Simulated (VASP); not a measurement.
## Zr12H (a cell with a defect): single point with PBE

System: Zr12H (a cell with a defect).

```
Zr H
1.0
     6.46000    0.00000    0.00000
    -4.84500    8.39179    0.00000
     0.00000    0.00000    5.14539
Zr H
12 1
Direct
  0.00120 0.00168 0.99799
  0.16269 0.21981 0.50214
  0.00203 0.33085 0.00728
  0.17434 0.55780 0.50622
  0.00356 0.67128 0.00182
  0.16900 0.89163 0.50242
  0.49743 0.99733 0.99711
  0.66304 0.21761 0.49817
  0.49215 0.33105 0.99399
  0.66445 0.55798 0.49282
  0.50348 0.66890 0.99795
  0.66527 0.88706 0.50160
  0.83245 0.44412 0.24942
```

* Program: VASP 6.6.1
* Task: single point
* Functional: PBE
* Potentials or basis: VASP PAW PBE potentials, release 64 (Zr_sv, H)
* Cutoff: 520 eV
* k mesh: 3 × 2 × 3
* Occupations: gaussian, width 0.05 eV
* Spin: no spin polarisation
* Dipole correction: no
* Further INCAR settings: ALGO = Normal; EDIFF = 1e-06; NBANDS = 84

The pressure is 1.5 GPa, the largest force is 0.017 eV/Å and the band gap on the k mesh is zero (an odd number of electrons rules out a gap without spin polarisation).

Forces on the atoms (eV/Å):
```
Zr  -0.006  0.013 -0.002
Zr  -0.012  0.003 -0.007
Zr   0.006 -0.005 -0.006
Zr   0.005 -0.004  0.000
Zr  -0.005  0.011  0.001
Zr  -0.003 -0.012  0.007
Zr   0.009  0.009 -0.006
Zr   0.001 -0.013 -0.003
Zr  -0.001  0.003 -0.003
Zr  -0.013  0.003  0.004
Zr   0.016  0.002  0.006
Zr  -0.001 -0.014  0.005
H    0.004  0.003  0.005
```

Stress tensor (GPa, compression positive):
```
1.25 0.20 0.06
0.20 1.53 0.17
0.06 0.17 1.60
```

Levels at points of the mesh, in eV from the Fermi level:
| k point | band 69 | band 70 | band 71 | band 72 | band 73 | band 74 | band 75 | band 76 |
| --- | --- | --- | --- | --- | --- | --- | --- | --- |
| (0.00, 0.00, 0.00) | -0.46 | -0.27 | 0.09 | 0.33 | 0.47 | 0.63 | 0.76 | 0.79 |
| (0.00, 0.50, 0.00) | -0.22 | -0.10 | -0.07 | -0.03 | 0.12 | 0.32 | 0.42 | 0.53 |

Wall time 3.8 min on 1 thread of Intel(R) Xeon(R) 6975P-C (Granite Rapids), with other jobs on the host, peak memory 0.42 GiB.

Caveat: the k points lie up to 0.41 Å⁻¹ apart, too coarse for converged energies and pressures of a metal.
